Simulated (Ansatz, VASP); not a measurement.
**Two plane-wave programs on MgH2**

```xyz
6
Lattice="4.5170 0.0000 0.0000 0.0000 4.5170 0.0000 0.0000 0.0000 3.0129" Properties=species:S:1:pos:R:3 pbc="T T T"
Mg    2.2585    2.2585    1.5064
Mg    0.0000    0.0000    0.0000
H     3.1424    3.1424    0.0000
H     3.6331    0.8839    1.5064
H     1.3746    1.3746    0.0000
H     0.8839    3.6331    1.5064
```

Alike in both runs: functional PBE; k mesh 6 × 6 × 8; occupations gaussian, width 0.02 eV; no spin polarisation.

Ansatz relaxed the structure, and its values are those at the end. VASP's run is a single point on that final structure, the one shown.

```csv
,VASP,Ansatz
version,VASP 6.6.1,Ansatz 0.2.0
potentials or method,"VASP PAW PBE potentials, release 64 (Mg, H), cutoff 520 eV","scalar-relativistic, plane waves, PAW"
valence electrons in the cell,8,24
```

Ansatz gave:

```
gap on the k mesh at the Fermi level (eV) : 3.81
least direct gap on the mesh (eV)         : 4.56
pressure (GPa)                            : 0.0
```

Question: Estimate VASP's values.

Answer: gap on the k mesh at the Fermi level (eV): 3.80; least direct gap on the mesh (eV): 4.55; pressure (GPa): -0.3.

VASP's potentials hold 8 valence electrons a cell and Ansatz's 24, so a difference there can come from the potentials and not from the codes.
